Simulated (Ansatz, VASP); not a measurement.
# One calculation of Ir, two programs

File INCAR:

```
PREC = Accurate
ENCUT = 500
EDIFF = 1E-6
ISMEAR = 0
SIGMA = 0.05
LREAL = F
LASPH = T
NELM = 120
ALGO = Normal
ISIF = 2
LWAVE = F
LCHARG = F
GGA = PE
NBANDS = 10
GGA_COMPAT = F
```

The input KPOINTS:

```
Automatic mesh
0
Gamma
  18 18 18
```

File POSCAR:

```
Ir
1.0
    0.0000000000      1.9564412496      1.9564412496
    1.9564412496      0.0000000000      1.9564412496
    1.9564412496      1.9564412496      0.0000000000
Ir
1
Direct
    0.0000000000      0.0000000000      0.0000000000
```

Input for Ansatz:

```yaml
crystal:
  lattice:
    - [0.0, 1.9564412496, 1.9564412496]
    - [1.9564412496, 0.0, 1.9564412496]
    - [1.9564412496, 1.9564412496, 0.0]
  atoms:
    - { symbol: Ir, position: [0.0, 0.0, 0.0] }
basis:
  ecutwfc: 600
  ecutrho_ratio: 5
kpoints:
  mp_grid: { grid: [18, 18, 18] }
hamiltonian:
  xc: pbe
scf:
  occupations: { method: gaussian, width: 0.05 }
output:
  forces: true
  stress: true
  eigenvalues: true
```

Alike in both runs: task single point; functional PBE; k mesh 18 × 18 × 18; occupations gaussian, width 0.05 eV; no spin polarisation.

|  | VASP | Ansatz |
| --- | --- | --- |
| version | VASP 6.6.1 | Ansatz 0.2.0 |
| potentials or method | VASP PAW PBE potentials, release 64 (Ir), cutoff 500 eV | scalar-relativistic, plane waves, PAW |
| valence electrons in the cell | 9 | 17 |

```tsv
	VASP	Ansatz	Ansatz less VASP
gap on the k mesh at the Fermi level (eV)	none	none	-
pressure (GPa)	-10.1	-10.5	-0.39
```

A gap of «none» marks a metal or a gap that the smearing closes. VASP's potentials hold 9 valence electrons a cell and Ansatz's 17, so a difference there can come from the potentials and not from the codes.

Spin-orbit coupling is off throughout.
